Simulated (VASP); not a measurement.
Set up this calculation in VASP 6.6.1, as the native input.

```
Task                   : single point
Functional             : PBEsol
Potentials or basis    : VASP PAW PBE potentials, release 64 (Hf_pv)
Cutoff                 : 520 eV
k mesh                 : 8 × 8 × 8
Occupations            : gaussian, width 0.1 eV
Spin                   : no spin polarisation
Dipole correction      : no
Further INCAR settings : ALGO = Normal; EDIFF = 1e-06; NBANDS = 11
```

The structure of Hf lies in POSCAR:

```
Hf
1.0
   -1.7475627138      1.7475627138      1.7475627138
    1.7475627138     -1.7475627138      1.7475627138
    1.7475627138      1.7475627138     -1.7475627138
Hf
1
Direct
    0.0000000000      0.0000000000      0.0000000000
```

The input as run:

INCAR

```
ALGO = Normal
EDIFF = 1E-6
ENCUT = 520
GGA = PS
ISIF = 2
ISMEAR = 0
LASPH = T
LCHARG = T
LELF = T
LREAL = F
LVHAR = T
LWAVE = F
NBANDS = 11
NELM = 60
PREC = Accurate
SIGMA = 0.1
```

KPOINTS

```
k-points
0
Gamma
  8 8 8
```

Potentials or basis: VASP PAW PBE potentials, release 64 (Hf_pv).

Launch:

```console
$ cat potpaw_PBE.64/Hf_pv/POTCAR > POTCAR
$ mpirun -np 1 vasp_std > vasp.out
```

It gave:

```json
{
  "Pressure": "-0.5 GPa",
  "Band gap on the k mesh": "zero (band 5 reaches 6.27 eV, above the bottom of band 6 at 3.93 eV)"
}
```

Caveat: the PAW data sets were made with another functional, which shifts forces and pressure a little; spin-orbit coupling is left out, which moves the levels of the heavy elements.

Wall time 8.3 s on 1 thread of Intel Xeon 8259CL (shared host), peak memory 0.14 GiB.
